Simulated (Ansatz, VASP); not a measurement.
**CdS: VASP beside Ansatz**

Contents of INCAR:

```
SYSTEM = CdS
PREC     = Accurate       ! precision mode
ENCUT    = 520            ! plane-wave cutoff, eV
EDIFF    = 1E-7           ! SCF threshold, eV
ISMEAR   = 0              ! smearing method
SIGMA    = 0.02           ! smearing width, eV
LREAL    = .FALSE.        ! projectors in reciprocal space
LASPH    = .TRUE.         ! aspherical terms in the spheres
NELM     = 80             ! most SCF steps
ALGO     = Normal         ! electronic algorithm
ISIF     = 2              ! what is computed and relaxed
LWAVE    = .FALSE.        ! write WAVECAR
LCHARG   = .FALSE.        ! write CHGCAR
GGA      = PE             ! functional
NBANDS   = 26             ! bands
```

Contents of KPOINTS:

```
Automatic mesh
0
G
  9 9 4
  0 0 0
```

File POSCAR:

```
CdS
1.0
    4.1969733348      0.0000000000      0.0000000000
   -2.0984866674      3.6346855269      0.0000000000
    0.0000000000      0.0000000000      6.8314511215
Cd S
2 2
Direct
    0.6666666667      0.3333333333      0.5002641355
    0.3333333333      0.6666666667      0.0002641355
    0.6666666667      0.3333333333      0.8767358645
    0.3333333333      0.6666666667      0.3767358645
```

Input for Ansatz:

```yaml
crystal:
  lattice:
    - [4.1969733348, 0.0, 0.0]
    - [-2.0984866674, 3.6346855269, 0.0]
    - [0.0, 0.0, 6.8314511215]
  atoms:
    - { symbol: Cd, position: [0.6666666667, 0.3333333333, 0.5002641355] }
    - { symbol: Cd, position: [0.3333333333, 0.6666666667, 0.0002641355] }
    - { symbol: S, position: [0.6666666667, 0.3333333333, 0.8767358645] }
    - { symbol: S, position: [0.3333333333, 0.6666666667, 0.3767358645] }
basis:
  ecutwfc: 420
kpoints:
  mp_grid: { grid: [9, 9, 4] }
  band_path: { path: [VBM, CBM], npoints: 2 }
hamiltonian:
  xc: pbe
scf:
  occupations: { method: gaussian, width: 0.02 }
output:
  forces: true
  stress: true
  eigenvalues: true
checkpoint:
  read: start.run
  write: ck
  compress: false
  write_wavefunctions: false
  write_every: 100000
```

Alike in both runs: task single point; functional PBE; k mesh 9 × 9 × 4; occupations gaussian, width 0.02 eV; no spin polarisation.

|  | VASP | Ansatz |
| --- | --- | --- |
| version | VASP 6.6.1 | Ansatz 0.2.0 |
| potentials or method | VASP PAW PBE potentials, release 64 (Cd, S), cutoff 520 eV | scalar-relativistic, plane waves, PAW |
| valence electrons in the cell | 36 | 52 |

|  | VASP | Ansatz | Ansatz less VASP |
| --- | --- | --- | --- |
| gap on the k mesh at the Fermi level (eV) | 1.11 | 1.11 | -0.001 |
| least direct gap on the mesh (eV) | 1.11 | 1.11 | -0.001 |
| pressure (GPa) | 0.3 | 0.0 | -0.29 |

VASP's potentials hold 36 valence electrons a cell and Ansatz's 52, so a difference there can come from the potentials and not from the codes.
